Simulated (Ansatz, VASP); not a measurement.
## One calculation of Ba, two programs

File INCAR:

```
ALGO     = Fast           # electronic algorithm
EDIFF    = 1E-6           # SCF threshold, eV
ENCUT    = 520            # plane-wave cutoff, eV
GGA      = PS             # functional
ISIF     = 2              # what is computed and relaxed
ISMEAR   = 0              # smearing method
LASPH    = T              # aspherical terms in the spheres
LCHARG   = F              # write CHGCAR
LREAL    = F              # projectors in reciprocal space
LWAVE    = F              # write WAVECAR
NBANDS   = 11             # bands
NELM     = 60             # most SCF steps
PREC     = Accurate       # precision mode
SIGMA    = 0.15           # smearing width, eV
```

The input KPOINTS:

```
k-points
0
Gamma
  14 14 14
```

POSCAR

```
Ba
1.0
   -1.4046144097      2.4422390037      2.4422390037
    2.4422390037     -1.4046144097      2.4422390037
    2.4422390037      2.4422390037     -1.4046144097
Ba
1
Direct
    0.0000000000      0.0000000000      0.0000000000
```

Input for Ansatz:

```yaml
crystal:
  lattice:
    - [-1.4046144097, 2.4422390037, 2.4422390037]
    - [2.4422390037, -1.4046144097, 2.4422390037]
    - [2.4422390037, 2.4422390037, -1.4046144097]
  atoms:
    - { symbol: Ba, position: [0.0, 0.0, 0.0] }
basis:
  ecutwfc: 420
kpoints:
  mp_grid: { grid: [14, 14, 14] }
hamiltonian:
  xc: pbesol
  pseudopotentials: { kind: paw }
scf:
  occupations: { method: gaussian, width: 0.15 }
output:
  forces: true
  stress: true
  eigenvalues: true
```

Alike in both runs: task single point; functional PBEsol; k mesh 14 × 14 × 14; occupations gaussian, width 0.15 eV; no spin polarisation.

|  | VASP | Ansatz |
| --- | --- | --- |
| version | VASP 6.6.1 | Ansatz 0.2.0 |
| potentials or method | VASP PAW PBE potentials, release 64 (Ba_sv), cutoff 520 eV | scalar-relativistic, plane waves, PAW |
| valence electrons in the cell | 10 | 10 |

|  | VASP | Ansatz | Ansatz less VASP |
| --- | --- | --- | --- |
| gap on the k mesh at the Fermi level (eV) | none | none | - |
| pressure (GPa) | 1.0 | 0.7 | -0.29 |
| traceless stress, the component that is largest in VASP (GPa) | -0.35 | -0.33 | +0.022 |

VASP's potentials were made for PBE, not for PBEsol. A gap of «none» marks a metal or a gap that the smearing closes.

Neither program's run includes spin-orbit coupling.
